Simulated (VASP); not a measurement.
Set up this calculation in VASP 6.6.1, as the native input.

```yaml
Task: single point
Functional: PBEsol
Potentials_or_basis: VASP PAW PBE potentials, release 64 (Re_sv_GW, P)
Cutoff: 560 eV
k_mesh: 12 × 12 × 12
Occupations: gaussian, width 0.05 eV
Spin: no spin polarisation
Dipole_correction: no
Further_INCAR_settings: ALGO = Normal; EDIFF = 1e-06; NBANDS = 17
```

The structure of ReP lies in POSCAR:

```
ReP
1.0
    0.0000000000      2.6642753150      2.6642753150
    2.6642753150      0.0000000000      2.6642753150
    2.6642753150      2.6642753150      0.0000000000
Re P
1 1
Direct
    0.0000000000      0.0000000000      0.0000000000
    0.2500000000      0.2500000000      0.2500000000
```

The input as run:

INCAR

```
SYSTEM = ReP
ALGO = Normal
EDIFF = 1E-6
ENCUT = 560
GGA = PS
GGA_COMPAT = .False.
ISIF = 2
ISMEAR = 0
LASPH = .True.
LCHARG = .False.
LREAL = .False.
LWAVE = .False.
NBANDS = 17
NELM = 120
PREC = Accurate
SIGMA = 0.05
```

KPOINTS

```
k-points
0
Gamma
  12 12 12
  0 0 0
```

Potentials or basis: VASP PAW PBE potentials, release 64 (Re_sv_GW, P).

Run with:

```sh
$ cat potpaw_PBE.64/Re_sv_GW/POTCAR potpaw_PBE.64/P/POTCAR > POTCAR
$ mpirun -np 1 vasp_std > vasp.out
```

Results of the run:

```json
{
  "Pressure": "-7.0 GPa",
  "Band gap on the k mesh": "zero (bands 10 and 11 overlap by 0.40 eV)"
}
```

Caveat: the cell stands under tension; the PAW data sets were made with another functional, which shifts forces and pressure a little; spin-orbit coupling is left out, which moves the levels of the heavy elements.

Wall time 39 s on 1 thread of Intel(R) Xeon(R) 6975P-C (Granite Rapids), on a shared host, peak memory 0.21 GiB.
